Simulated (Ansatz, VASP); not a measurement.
## One calculation of Se, two programs

```
Se
1.0
     4.30719    0.00000    0.00000
    -2.15360    3.73014    0.00000
     0.00000    0.00000    4.88665
Se
3
Direct
  0.22540 0.00000 0.33333
  0.00000 0.22540 0.66667
  0.77460 0.77460 0.00000
```

Change from the starting cell: volume scaled by 0.96, PAW files.

Alike in both runs: task electric field gradients; functional PBEsol; k mesh 6 × 6 × 5; occupations fermi-dirac, width 0.03 eV; no spin polarisation.

```csv
,VASP,Ansatz
version,VASP 6.6.1,Ansatz 0.2.0
potentials or method,"VASP PAW PBE potentials, release 64 (Se)","PAW with Ansatz's default frozen-core files, scalar-relativistic"
plane-wave cutoff (eV),520,420
valence electrons in the cell,18,48
```

Ansatz gave:

- gap on the k mesh at the Fermi level (eV): 1.21
- pressure (GPa): 2.7
- traceless stress, the component that is largest in VASP (GPa): 1.95
- rms of the force components (eV/Å): 0.423
- size of Vzz on the site where it differs most (V/Å²): 497.0

Problem. Estimate VASP's values.

Solution. gap on the k mesh at the Fermi level (eV): 1.20; pressure (GPa): 3.0; traceless stress, the component that is largest in VASP (GPa): 2.04; rms of the force components (eV/Å): 0.454; size of Vzz on the site where it differs most (V/Å²): 478.3.

VASP's potentials were made for PBE, not for PBEsol. Atom by atom the forces differ by 0.032 eV/Å (rms over components). VASP's potentials hold 18 valence electrons a cell and Ansatz's 48, so a difference there can come from the potentials and not from the codes.
